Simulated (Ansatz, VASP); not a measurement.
**Two plane-wave programs on TaN**

```xyz
2
Lattice="0.0000 2.1982 2.1982 2.1982 0.0000 2.1982 2.1982 2.1982 0.0000" Properties=species:S:1:pos:R:3 pbc="T T T"
Ta    2.1982    2.1982    2.1982
N     0.0000    0.0000    0.0000
```

Alike in both runs: functional r2SCAN; k mesh 22 × 22 × 22; occupations gaussian, width 0.1 eV; no spin polarisation.

Ansatz relaxed the structure, and its values are those at the end. VASP's run is a single point on that final structure, the one shown.

|  | VASP | Ansatz |
| --- | --- | --- |
| version | VASP 6.6.1 | Ansatz 0.2.0 |
| potentials or method | VASP PAW PBE potentials, release 64 (Ta_pv, N), cutoff 520 eV | scalar-relativistic, plane waves, PAW |
| valence electrons in the cell | 16 | 18 |

```tsv
	VASP	Ansatz	Ansatz less VASP
gap on the k mesh at the Fermi level (eV)	none	none	-
pressure (GPa)	1.9	0.0	-1.95
```

VASP's potentials were made for PBE, not for r2SCAN. A gap of «none» marks a metal or a gap that the smearing closes. VASP's potentials hold 16 valence electrons a cell and Ansatz's 18, so a difference there can come from the potentials and not from the codes.

Spin-orbit coupling is off throughout.
